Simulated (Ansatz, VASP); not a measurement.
Two plane-wave programs on V

The input INCAR:

```
SYSTEM = V
ALGO = Normal
EDIFF = 1E-6
EDIFFG = -0.04
ENCUT = 600
GGA = PS
IBRION = 2
ISIF = 3
ISMEAR = 0
LASPH = .True.
LCHARG = .False.
LREAL = .False.
LWAVE = .False.
NELM = 100
NSW = 90
PREC = Accurate
SIGMA = 0.1
```

The input KPOINTS:

```
k-points
0
Gamma
  8 8 8
  0 0 0
```

Contents of POSCAR:

```
V
1.0
    0.0000000000      2.1386703951      4.4052923468
    1.4202496240      0.0000000000      4.4052923468
    1.4202496240      2.1386703951      0.0000000000
V
2
Direct
    0.1356256039      0.1356256039      0.8643743961
    0.8643743961      0.8643743961      0.1356256039
```

Input for Ansatz:

```yaml
crystal:
  lattice:
    - [0.0, 2.1386703951, 4.4052923468]
    - [1.420249624, 0.0, 4.4052923468]
    - [1.420249624, 2.1386703951, 0.0]
  atoms:
    - { symbol: V, position: [0.1356256039, 0.1356256039, 0.8643743961] }
    - { symbol: V, position: [0.8643743961, 0.8643743961, 0.1356256039] }
basis:
  ecutwfc: 420
kpoints:
  mp_grid: { grid: [8, 8, 8] }
hamiltonian:
  xc: pbesol
scf:
  occupations: { method: gaussian, width: 0.1 }
  lower_state_search: "off"
output:
  forces: true
  stress: true
  eigenvalues: true
relax:
  adjacent_minimum: "off"
  f_tol: 0.04
  max_steps: 70
  cell: { stress_tol: 0.4 }
```

Alike in both runs: task relaxation of cell and atoms; functional PBEsol; k mesh 8 × 8 × 8; occupations gaussian, width 0.1 eV; no spin polarisation.

```csv
,VASP,Ansatz
version,VASP 6.6.1,Ansatz 0.2.0
potentials or method,"VASP PAW PBE potentials, release 64 (V_sv), cutoff 600 eV","scalar-relativistic, plane waves, PAW"
valence electrons in the cell,26,26
```

VASP gave:

- gap on the k mesh at the Fermi level, each at its own relaxed structure (eV): none
- relaxed volume (Å³/atom): 13.36
- relaxed cell length with the largest relative difference (Å): 4.666

Problem. What did Ansatz give for the same quantities?

Solution. gap on the k mesh at the Fermi level, each at its own relaxed structure (eV): none; relaxed volume (Å³/atom): 13.36; relaxed cell length with the largest relative difference (Å): 4.661.

VASP's potentials were made for PBE, not for PBEsol. A gap of «none» marks a metal or a gap that the smearing closes.
